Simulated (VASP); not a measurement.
A run of VASP 6.6.1 is set up as follows.

INCAR

```
SYSTEM = CaSe
ALGO     = Normal         ! electronic algorithm
EDIFF    = 1E-6           ! SCF threshold, eV
ENCUT    = 500            ! plane-wave cutoff, eV
GGA      = PE             ! functional
GGA_COMPAT= .False.      
ISIF     = 2              ! what is computed and relaxed
ISMEAR   = 0              ! smearing method
IVDW     = 13             ! dispersion correction
LASPH    = .True.         ! aspherical terms in the spheres
LCHARG   = .False.        ! write CHGCAR
LREAL    = .False.        ! projectors in reciprocal space
LWAVE    = .False.        ! write WAVECAR
NBANDS   = 15             ! bands
NELM     = 120            ! most SCF steps
PREC     = Accurate       ! precision mode
SIGMA    = 0.02           ! smearing width, eV
```

KPOINTS

```
k-points
0
Gamma
  8 8 8
  0 0 0
```

The input POSCAR:

```
CaSe
1.0
    0.0000000000      2.9479465647      2.9479465647
    2.9479465647      0.0000000000      2.9479465647
    2.9479465647      2.9479465647      0.0000000000
Ca Se
1 1
Direct
    0.0000000000      0.0000000000      0.0000000000
    0.5000000000      0.5000000000      0.5000000000
```

Potentials or basis: VASP PAW PBE potentials, release 64 (Ca_sv, Se).

The run is started by

```console
$ cat potpaw_PBE.64/Ca_sv/POTCAR potpaw_PBE.64/Se/POTCAR > POTCAR
$ mpirun -np 1 vasp_std > vasp.out
```

(1) Predict the pressure.

(2) Predict the band gap on the k mesh.

(3) Estimate the dispersion energy per atom.

## Answers

(1) 0.2 GPa.

(2) 2.00 eV, indirect (least direct gap 2.94 eV).

(3) -0.242 eV.
